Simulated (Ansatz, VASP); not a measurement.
## Sc2BP3: VASP beside Ansatz

```xyz
6
Lattice="3.8751 0.0000 0.0000 0.0000 3.8751 0.0000 0.0000 0.0000 8.5720" Properties=species:S:1:pos:R:3 pbc="T T T"
Sc    1.9376    0.0000    1.6404
Sc    0.0000    1.9376    6.9317
B     1.9376    1.9376    4.2860
P     0.0000    0.0000    3.2481
P     0.0000    0.0000    5.3239
P     1.9376    1.9376    0.0000
```

Change from the starting cell: species swapped into the CsLi2I3 type (P-4m2, No. 115).

Alike in both runs: functional PBE; k mesh 6 × 6 × 2; occupations gaussian, width 0.1 eV; no spin polarisation.

Ansatz relaxed the structure, and its values are those at the end. VASP's run is a single point on that final structure, the one shown.

|  | VASP | Ansatz |
| --- | --- | --- |
| version | VASP 6.6.1 | Ansatz 0.2.0 |
| potentials or method | VASP PAW PBE potentials, release 64 (Sc_sv, B, P), cutoff 520 eV | scalar-relativistic, plane waves, PAW |
| valence electrons in the cell | 40 | 40 |

```csv
,VASP,Ansatz,Ansatz less VASP
gap on the k mesh at the Fermi level (eV),none,none,-
pressure (GPa),0.0,0.0,-0.04
rms of the force components (eV/Å),0.028,0.005,-0.0233
```

A gap of «none» marks a metal or a gap that the smearing closes. With one functional, cell and mesh, what is left measures potentials, basis and numerics.

The k mesh is coarse, so the values compare programs but aren't converged.
